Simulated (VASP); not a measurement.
# Si16C (a cell with a defect) in VASP: single point with r2SCAN

Aim: the single point of Si16C (a cell with a defect) with r2SCAN.

Program: VASP 6.6.1. These are calculated values, not measurements. Logs are shortened: lines on timing, memory, paths and dates and some standing lists are left out, and cuts for length are marked.

### 1 The cell of the first run

The cell holds a defect, 17 atoms: a = 7.679 Å, b = 7.679 Å, c = 7.679 Å, α = 60.00°, β = 60.00°, γ = 60.00°.

### 2 Single point, r2SCAN, collinear spin, zero start

Input file POSCAR:

```
Si16C
1.0
    0.0000000000      5.4300000000      5.4300000000
    5.4300000000      0.0000000000      5.4300000000
    5.4300000000      5.4300000000      0.0000000000
Si C
16 1
Direct
    0.0047974217      0.0126243094     -0.0009300184
    0.1300184162      0.1410865562      0.1222467772
   -0.0225322284      0.0315377532      0.5163812155
    0.1232688766      0.1057182320      0.6427163904
   -0.0222375691      0.5159760589      0.0172099448
    0.1419981584      0.6458287293      0.0724217311
    0.0622283610      0.4597053407      0.4186924494
    0.0835174954      0.6595211786      0.6300000000
    0.4782044199      0.0063443831      0.0198250460
    0.6318324125      0.1377071823      0.1129742173
    0.4960773481      0.0179189687      0.5156537753
    0.6202117864      0.1491620626      0.6182596685
    0.5078268877      0.4995395948      0.0019705341
    0.6044751381      0.6174585635      0.1548802947
    0.4716206262      0.5285267035      0.5071270718
    0.6149631676      0.6360313076      0.6411141805
    0.8943646409      0.6572559853      0.5486372007
```

Input file INCAR.step1:

```
SYSTEM = Si16C
ALGO = Normal ; EDIFF = 1E-4
ENCUT = 520 ; GGA = PE
ISMEAR = -1 ; ISPIN = 2
LASPH = .TRUE. ; LCHARG = .FALSE.
LREAL = Auto ; LWAVE = .TRUE.
MAGMOM = 0 0 0 0 0 0 0 0 0 0 0 0 0 0 0 0 0 ; NBANDS = 52
NELM = 150 ; PREC = Accurate
SIGMA = 0.05
```

Input file INCAR.step2:

```
SYSTEM = Si16C
ALGO = Normal ; EDIFF = 1E-7
ENCUT = 520 ; ISIF = 2
ISMEAR = -1 ; ISPIN = 2
ISTART = 1 ; LASPH = .TRUE.
LCHARG = .FALSE. ; LMIXTAU = .TRUE.
LORBIT = 11 ; LREAL = Auto
LWAVE = .FALSE. ; MAGMOM = 0 0 0 0 0 0 0 0 0 0 0 0 0 0 0 0 0
METAGGA = R2SCAN ; NBANDS = 52
NELM = 150 ; PREC = Accurate
SIGMA = 0.05
```

Input file KPOINTS:

```
k-points
0
G
  2 2 2
  0 0 0
```

Potentials or basis: VASP PAW PBE potentials, release 64 (Si, C).

The run is started by

```bash
> cat potpaw_PBE.64/Si/POTCAR potpaw_PBE.64/C/POTCAR > POTCAR
> cp INCAR.step1 INCAR
> mpirun -np 1 vasp_std > vasp.out
> cp INCAR.step2 INCAR
> mpirun -np 1 vasp_std > vasp.out
```

OUTCAR:

```text
SYSTEM = Si16C
   EDIFF = 1E-7
   ENCUT = 520
   ISIF = 2
   ISMEAR = -1
   ISPIN = 2
   ISTART = 1
   LASPH = .TRUE.
   LORBIT = 11
   LREAL = Auto
   METAGGA = R2SCAN
   NELM = 150
   PREC = Accurate

 ion  position               nearest neighbor table
   1  0.005  0.013  0.999-   4 2.24   6 2.32  10 2.34   2 2.36
   2  0.130  0.141  0.122-   9 2.19   5 2.36   1 2.36   3 2.48
   3  0.977  0.032  0.516-   4 2.19  12 2.24   8 2.34   2 2.48
   4  0.123  0.106  0.643-   3 2.19   1 2.24   7 2.33  11 2.35
   5  0.978  0.516  0.017-   6 2.23  14 2.35   2 2.36   8 2.43
   6  0.142  0.646  0.072-   7 2.22   5 2.23  13 2.32   1 2.32
   7  0.062  0.460  0.419-  17 1.80   6 2.22   4 2.33   8 2.83  16 2.89
   8  0.084  0.660  0.630-  17 1.86   3 2.34   5 2.43  15 2.43   7 2.83
   9  0.478  0.006  0.020-   2 2.19  10 2.38  14 2.44  12 2.52
  10  0.632  0.138  0.113-  13 2.27   1 2.34   9 2.38  11 2.53
  11  0.496  0.018  0.516-  12 2.25   4 2.35  16 2.40  10 2.53
  12  0.620  0.149  0.618-   3 2.24  11 2.25  15 2.38   9 2.52
  13  0.508  0.500  0.002-  16 2.27  10 2.27  14 2.31   6 2.32
  14  0.604  0.617  0.155-  15 2.22  13 2.31   5 2.35   9 2.44
  15  0.472  0.529  0.507-  14 2.22  12 2.38  16 2.42   8 2.43
  16  0.615  0.636  0.641-  17 1.96  13 2.27  11 2.40  15 2.42   7 2.89
  17  0.894  0.657  0.549-   7 1.80   8 1.86  16 1.96

  LATTYP: Found a face centered cubic cell.
 ALAT       =    10.8600000000

  Lattice vectors:

 A1 = (   0.0000000000,   5.4300000000,   5.4300000000)
 A2 = (   5.4300000000,   0.0000000000,   5.4300000000)
 A3 = (   5.4300000000,   5.4300000000,   0.0000000000)

Analysis of symmetry for initial positions (statically):
=====================================================================
 Subroutine PRICEL returns:
 Original cell was already a primitive cell.

 Routine SETGRP: Setting up the symmetry group for a
 face centered cubic supercell.

 Subroutine GETGRP returns: Found  1 space group operations
 (whereof  1 operations were pure point group operations)
 out of a pool of 48 trial point group operations.

The static configuration has the point symmetry C_1 .

Analysis of symmetry for dynamics (positions and initial velocities):
=====================================================================
 Subroutine PRICEL returns:
 Original cell was already a primitive cell.

 Routine SETGRP: Setting up the symmetry group for a
 face centered cubic supercell.

 Subroutine GETGRP returns: Found  1 space group operations
 (whereof  1 operations were pure point group operations)
 out of a pool of 48 trial point group operations.

The dynamic configuration has the point symmetry C_1 .

Analysis of structural, dynamic, and magnetic symmetry:
=====================================================================
 Subroutine PRICEL returns:
 Original cell was already a primitive cell.

 Routine SETGRP: Setting up the symmetry group for a
 face centered cubic supercell.

 Subroutine GETGRP returns: Found  1 space group operations
 (whereof  1 operations were pure point group operations)
 out of a pool of 48 trial point group operations.

The overall configuration has the point symmetry C_1 .

 Subroutine INISYM returns: Found  1 space group operations
 (whereof  1 operations are pure point group operations),
 and found     1 'primitive' translations

----------------------------------------------------------------------------------------

                                     Primitive cell

  volume of cell :     320.2060

  direct lattice vectors                    reciprocal lattice vectors
     0.000000000  5.430000000  5.430000000    -0.092081031  0.092081031  0.092081031
     5.430000000  0.000000000  5.430000000     0.092081031 -0.092081031  0.092081031
     5.430000000  5.430000000  0.000000000     0.092081031  0.092081031 -0.092081031

  length of vectors
     7.679179644  7.679179644  7.679179644     0.159489025  0.159489025  0.159489025

  position of ions in fractional coordinates (direct lattice)
[... 73 lines left out ...]
  0.500000  0.000000  0.500000      1.000000
   k-points           NKPTS =      8   k-points in BZ     NKDIM =      8   number of bands    NBANDS=     52
   number of dos      NEDOS =    301   number of ions     NIONS =     17
   total plane-waves  NPLWV = 216000
   dimension x,y,z NGX =    60 NGY =   60 NGZ =   60
   dimension x,y,z NGXF=   120 NGYF=  120 NGZF=  120
   ions per type =              16   1
   NGX,Y,Z   is equivalent  to a cutoff of  12.99, 12.99, 12.99 a.u.
   NGXF,Y,Z  is equivalent  to a cutoff of  25.98, 25.98, 25.98 a.u.
 SYSTEM =  Si16C
   PREC   = accura    normal or accurate (medium, high low for compatibility)
   ISTART =      1    job   : 0-new  1-cont  2-samecut
   ICHARG =      0    charge: 1-file 2-atom 10-const
   ISPIN  =      2    spin polarized calculation?
   LNONCOLLINEAR =      F non collinear calculations
   LSORBIT =      F    spin-orbit coupling
   LASPH  =      T    aspherical Exc in radial PAW
   ENCUT  =  520.0 eV  38.22 Ry    6.18 a.u.  14.28 14.28 14.28*2*pi/ulx,y,z
   NELM   =    150;   NELMIN=  2; NELMDL=  0     # of ELM steps
   EDIFF  = 0.1E-06   stopping-criterion for ELM
   LREAL  =      T    real-space projection
   EDIFFG = 0.1E-05   stopping-criterion for IOM
   NSW    =      0    number of steps for IOM
   IBRION =     -1    ionic relax: 0-MD 1-quasi-New 2-CG
   NFREE  =      0    steps in history (QN), initial steepest desc. (CG)
   ISIF   =      2    stress and relaxation
   ISYM   =      2    0-nonsym 1-usesym 2-fastsym
   POTIM  = 0.5000    time-step for ionic-motion
   TEBEG  =    0.0;   TEEND  =   0.0 temperature during run
   PSTRESS=    0.0 pullay stress
   NELECT =      68.0000    total number of electrons
   NUPDOWN=      -1.0000    fix difference up-down
   EMIN   =  10.00;   EMAX   =-10.00  energy-range for DOS
   EFERMI =   0.00;   METHOD = LEGACY
   ISMEAR =    -1;   SIGMA  =   0.05  broadening in eV -4-tet -1-fermi 0-gaus
   EFERMI_NEDOS =   21; number of points for ismear=-14 and -15
   IALGO  =     38    algorithm
   IMIX   =      4    mixing-type and parameters
     AMIX     =   0.40;   BMIX     =  1.00
     AMIX_MAG =   1.60;   BMIX_MAG =  1.00
  volume/ion in A,a.u.               =      18.84       127.11
  Fermi-wavevector in a.u.,A,eV,Ry     =   0.976715  1.845724 12.979587  0.953973
  Thomas-Fermi vector in A             =   2.107356
   LORBIT       =     11    0 simple, 1 ext, 2 COOP (PROOUT), +10 PAW based schemes
   METAGGA = R2SCAN    functional components
   LHFCALC =     F    Hartree Fock is set to
   AEXX    =    0.0000 exact exchange contribution
   IVDW    =     0    specifies the selected vdW correction
   LEPSILON=     F    determine dielectric tensor
   LRPA    =     F    only Hartree local field effects (RPA)
 spin polarized calculation
  energy-cutoff  :      520.00
  volume of cell :      320.21
 maximum number of plane-waves:      8646
 NGX is ok and might be reduce to    60
   NGX = 29   NGY = 29   NGZ = 29

 number of electron      68.0000000 magnetization      -0.0000285

 Free energy of the ion-electron system (eV)
  ---------------------------------------------------
  ext. energy  EPLUGINS =         0.00000000
  ---------------------------------------------------
  free energy    TOTEN  =      -144.02349255 eV

  energy without entropy =     -144.00087112  energy(sigma->0) =     -144.01218183

 E-fermi :   6.3653     XC(G=0): -10.0162

 val. band max:        6.2880634247   @ k =   0.5000   0.5000   0.5000
 cond. band min:       6.3937255196   @ k =   0.0000   0.0000   0.5000
 fundamental gap:      0.1056620949
 Fermi energy:         6.3652802708

 spin component 1

 k-point     1 :       0.0000    0.0000    0.0000
  band No.  band energies     occupation
      1      -7.6934      1.00000
      2      -5.9692      1.00000
      3      -4.5672      1.00000
      4      -4.5028      1.00000
      5      -4.2293      1.00000
      6      -3.5719      1.00000
[... 381 lines left out ...]
     45      10.2108      0.00000
     46      10.4018      0.00000
 Fermi energy:         6.3652802708

 spin component 2

 k-point     1 :       0.0000    0.0000    0.0000
  band No.  band energies     occupation
      1      -7.6934      1.00000
      2      -5.9692      1.00000
      3      -4.5672      1.00000
      4      -4.5028      1.00000
      5      -4.2293      1.00000
      6      -3.5719      1.00000
[... 381 lines left out ...]
     45      10.2108      0.00000
     46      10.4018      0.00000
 [bands above 46 left out]

------------------------ aborting loop because EDIFF is reached ----------------------------------------

  FORCE on cell =-STRESS in cart. coord.  units (eV):
  Direction    XX          YY          ZZ          XY          YZ          ZX
  --------------------------------------------------------------------------------------
  -------------------------------------------------------------------------------------
  Total       11.8327213      4.5756159      4.0141187      1.4749139      0.7772805     -0.5984446
  in kB       59.2060020     22.8944735     20.0849756      7.3798539      3.8891875     -2.9943672
  external PRESSURE =      34.0618170 kB  Pullay stress =       0.0000000 kB

 VOLUME and BASIS-vectors are now :
 -----------------------------------------------------------------------------
  energy-cutoff  :      520.00
  volume of cell :      320.21
      direct lattice vectors                 reciprocal lattice vectors
     0.000000000  5.430000000  5.430000000    -0.092081031  0.092081031  0.092081031
     5.430000000  0.000000000  5.430000000     0.092081031 -0.092081031  0.092081031
     5.430000000  5.430000000  0.000000000     0.092081031  0.092081031 -0.092081031

 POSITION                                       TOTAL-FORCE (eV/Angst)
 -----------------------------------------------------------------------------------
      5.49350      5.45100      0.09460         1.038888      0.346532     -0.450678
      1.42990      1.36980      1.47210         1.656614     -0.654283     -1.546268
      2.97520      8.11160      5.47890        -2.222211     -0.679643      0.131612
      4.06400      4.15930      1.24340         0.019430      0.220257      2.058478
      2.89520      5.40270      8.11100        -1.289374     -0.903909     -0.127348
      3.90010      1.16430      4.27790        -0.027140      0.235725      0.841455
[... 9 lines left out ...]
      6.93490      6.82050      6.79290         0.352503      0.159398      2.216549
      6.54800      7.83550      8.42530        -0.434774     -0.073189     -0.921309
 -----------------------------------------------------------------------------------
    total drift:                               -0.003294     -0.001732      0.000101

  FREE ENERGIE OF THE ION-ELECTRON SYSTEM (eV)
  ---------------------------------------------------
  free  energy   TOTEN  =      -144.0234925471 eV

  energy  without entropy=     -144.0008711200  energy(sigma->0) =     -144.01218183

 total charge

# of ion       s       p       d       tot
------------------------------------------
    1        0.738   0.992   0.000   1.730
    2        0.739   0.984   0.000   1.723
    3        0.750   0.999   0.000   1.750
    4        0.752   1.022   0.000   1.774
    5        0.744   0.976   0.000   1.720
    6        0.747   1.019   0.000   1.766
[... 9 lines left out ...]
   16        0.742   0.913   0.000   1.655
   17        0.898   1.519   0.000   2.417
--------------------------------------------------
tot         12.841  17.086   0.000  29.927

 magnetization (x)

# of ion       s       p       d       tot
------------------------------------------
    1        0.000  -0.000   0.000  -0.000
    2        0.000  -0.000   0.000  -0.000
    3       -0.000  -0.000   0.000  -0.000
    4       -0.000  -0.000   0.000  -0.000
    5       -0.000  -0.000   0.000  -0.000
    6       -0.000  -0.000   0.000  -0.000
[... 9 lines left out ...]
   16        0.000   0.000   0.000   0.000
   17       -0.000  -0.000   0.000  -0.000
--------------------------------------------------
tot         -0.000  -0.000   0.000  -0.000
```

Run time: 13 min. Hardware: 1 thread of AMD EPYC 9R45 (Zen 5), shared host; peak memory 0.79 GiB.

Results:

```yaml
Free_energy: -144.0235 eV
Pressure: 3.4 GPa
Largest_force: 2.851 eV/Å
Band_gap_on_the_k_mesh: zero (filled and empty bands overlap)
Net_moment: 0.00 μB per cell
Valence_electrons_inside_the_program's_atomic_spheres: Si 1.73, 1.72, 1.75, 1.77, 1.66, 1.71, 1.70, 1.69 (each value once); C 2.42
```

Forces in eV/Å, atoms in the order of the input:
```
Si   1.039  0.347 -0.451
Si   1.657 -0.654 -1.546
Si  -2.222 -0.680  0.132
Si   0.019  0.220  2.058
Si  -1.289 -0.904 -0.127
Si  -0.027  0.236  0.841
Si   0.966  0.714 -0.640
Si   0.743 -0.187 -0.868
Si  -1.906  1.004  1.868
Si   0.320  0.957 -1.690
Si  -1.808 -1.075 -0.439
Si   2.029  0.328 -0.918
Si   0.268 -0.274 -0.111
Si  -0.084 -1.161  1.664
Si   0.378  1.042 -1.067
Si   0.353  0.159  2.217
C   -0.435 -0.073 -0.921
```

Stress tensor (GPa, compression positive):
```
 5.92  0.74 -0.30
 0.74  2.29  0.39
-0.30  0.39  2.01
```

Caveat: the k points lie up to 0.50 Å⁻¹ apart, too coarse for converged energies and pressures of a metal; the PAW data sets were made with another functional, which shifts forces and pressure a little.

The gap in the log of VASP goes by the Fermi energy; the results here count the filled bands.